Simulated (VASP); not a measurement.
Runs of VASP 6.6.1 on Si2Ni. The structure is that of space group Fm-3m (No. 225), or close to it. The cells are those of the table. 

```csv
level,potentials or basis,cell,gap on the mesh (eV),pressure (GPa),moment (μB)
PBE+D3(BJ),"VASP PAW PBE potentials, release 64 (Si, Ni)","a = 3.800 Å, angles 60.0°, 3 atoms",none,0.0,0.00
PBE+D3(BJ),"VASP PAW PBE potentials, release 64 (Si, Ni)","a = 3.774 Å, angles 60.0°, 3 atoms",none,3.2,0.00
LDA,"VASP PAW LDA potentials, release 64 (Si, Ni)","a = 3.803 Å, angles 60.0°, 3 atoms",none,-2.7,0.00
LDA,"VASP PAW LDA potentials, release 64 (Si, Ni)","a = 3.815 Å, angles 60.0°, 3 atoms",none,(b),0.00
PBE+D3(BJ),"VASP PAW PBE potentials, release 64 (Si, Ni)","a = 3.825 Å, angles 60.0°, 3 atoms",none,(c),0.00
revPBE,"VASP PAW PBE potentials, release 64 (Si, Ni)","a = 3.841 Å, angles 60.0°, 3 atoms",none,(a),0.00
PBE+D3(BJ),"VASP PAW PBE potentials, release 64 (Si, Ni)","a = 3.815 Å, angles 60.0°, 3 atoms",none,-1.7,0.00
PBE+D3(BJ),"VASP PAW PBE potentials, release 64 (Si, Ni)","a = 3.748 Å, angles 60.0°, 3 atoms",none,7.0,0.00
```

Alike in all rows: task single point; spin collinear; k mesh 8 × 8 × 8; cutoff (eV) 520; smearing gaussian 0.05 eV.

Task: Estimate the missing entries.

Result: (a) 2.6; (b) -4.1; (c) -2.8.

Caveats: the cell stands under pressure (at least some runs); the cell stands under tension (at least some runs); the PAW data sets were made with another functional, which shifts forces and pressure a little (at least some runs).

A gap of «none» marks levels without a gap at the run's occupations.
